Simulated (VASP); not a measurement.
Input of a VASP 6.6.1 run:

The input INCAR:

```
SYSTEM = Zr
PREC     = Accurate       ! precision mode
ENCUT    = 600            ! plane-wave cutoff, eV
EDIFF    = 1E-6           ! SCF threshold, eV
ISMEAR   = -1             ! smearing method
SIGMA    = 0.1            ! smearing width, eV
LREAL    = .FALSE.        ! projectors in reciprocal space
LASPH    = .TRUE.         ! aspherical terms in the spheres
NELM     = 100            ! most SCF steps
ALGO     = Normal         ! electronic algorithm
ISIF     = 3              ! what is computed and relaxed
LWAVE    = .FALSE.        ! write WAVECAR
LCHARG   = .FALSE.        ! write CHGCAR
GGA      = CA             ! functional
IBRION   = 2              ! ionic algorithm
NSW      = 60             ! ionic steps
EDIFFG   = -0.005         ! ionic threshold
PSTRESS  = 150.0
```

KPOINTS

```
Automatic mesh
0
G
  15 15 14
  0 0 0
```

File POSCAR:

```
Zr
1.0
    2.9005846918      0.0000000000      0.0000000000
   -1.4502923459      2.5119800289      0.0000000000
    0.0000000000      0.0000000000      2.7265496103
Zr
1
Direct
    0.0000000000      0.0000000000      0.0000000000
```

Potentials or basis: VASP PAW LDA potentials, release 64 (Zr_sv).

The run is started by

```console
$ cat potpaw_LDA.64/Zr_sv/POTCAR > POTCAR
$ mpirun -np 1 vasp_std > vasp.out
```

(1) What does it give for the relaxed volume?

(2) What does it give for the relaxed cell?

(3) What does it give for the space group after relaxing (to 0.05 Å)?

(4) Estimate the band gap on the k mesh.

Answers

(1) 19.44 Å³/atom.

(2) a = 2.835 Å, b = 2.835 Å, c = 2.793 Å, α = 90.00°, β = 90.00°, γ = 120.00°.

(3) P6/mmm (No. 191).

(4) zero (band 6 reaches 11.30 eV, above the bottom of band 7 at 10.14 eV).

Caveat: the cell is relaxed towards a set pressure, so the enthalpy falls and the energy may rise.
